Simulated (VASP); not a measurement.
Write the native input for VASP 6.6.1 that does the following.

| Property | Result |
| --- | --- |
| Task | single point |
| Functional | r2SCAN |
| Potentials or basis | VASP PAW PBE potentials, release 64 (Ta_pv) |
| Cutoff | 520 eV |
| k mesh | 12 × 12 × 4 |
| Occupations | fermi-dirac, width 0.1 eV |
| Spin | no spin polarisation |
| Dipole correction | no |
| Further INCAR settings | ALGO = Normal; EDIFF = 1e-06; NBANDS = 30 |

Crystal: Ta.

```
CELL_PARAMETERS angstrom
2.93307 0.00000 0.00000
-1.46654 2.54012 0.00000
0.00000 0.00000 9.97175
ATOMIC_POSITIONS crystal
Ta 0.00000 0.00000 0.00000
Ta 0.00000 0.00000 0.50000
Ta 0.33333 0.66667 0.25000
Ta 0.66667 0.33333 0.75000
```

This isn't the form of Ta at room conditions, which is bcc.

The input as run:

POSCAR

```
Ta
1.0
    2.9330741685      0.0000000000      0.0000000000
   -1.4665370843      2.5401167411      0.0000000000
    0.0000000000      0.0000000000      9.9717457332
Ta
4
Direct
    0.0000000000      0.0000000000      0.0000000000
    0.0000000000      0.0000000000      0.5000000000
    0.3333333333      0.6666666667      0.2500000000
    0.6666666667      0.3333333333      0.7500000000
```

INCAR.step1

```
  PREC = Accurate
  ENCUT = 520
  ISMEAR = -1
  SIGMA = 0.1
  LREAL = F
  LASPH = T
  NELM = 80
  NBANDS = 30
  GGA = PE
  ALGO = Normal
  EDIFF = 1E-4
  LWAVE = T
  LCHARG = F
```

INCAR.step2

```
  PREC = Accurate
  ENCUT = 520
  EDIFF = 1E-6
  ISMEAR = -1
  SIGMA = 0.1
  LREAL = F
  LASPH = T
  NELM = 80
  ALGO = Normal
  ISIF = 2
  LWAVE = F
  LCHARG = F
  METAGGA = R2SCAN
  LMIXTAU = T
  NBANDS = 30
  ISTART = 1
```

KPOINTS

```
regular mesh
0
Gamma
  12 12 4
```

Potentials or basis: VASP PAW PBE potentials, release 64 (Ta_pv).

Command:

```console
$ cat potpaw_PBE.64/Ta_pv/POTCAR > POTCAR
$ cp INCAR.step1 INCAR
$ mpirun -np 1 vasp_std > vasp.out
$ cp INCAR.step2 INCAR
$ mpirun -np 1 vasp_std > vasp.out
```

It gave:

- Pressure: 0.5 GPa
- Band gap on the k mesh: zero (bands 22 and 23 overlap by 1.31 eV)

Caveat: the PAW data sets were made with another functional, which shifts forces and pressure a little; spin-orbit coupling is left out, which moves the levels of the heavy elements.

Run time: 3.5 min on 1 thread of Intel(R) Xeon(R) 6975P-C (Granite Rapids) (shared host), peak memory 0.27 GiB.
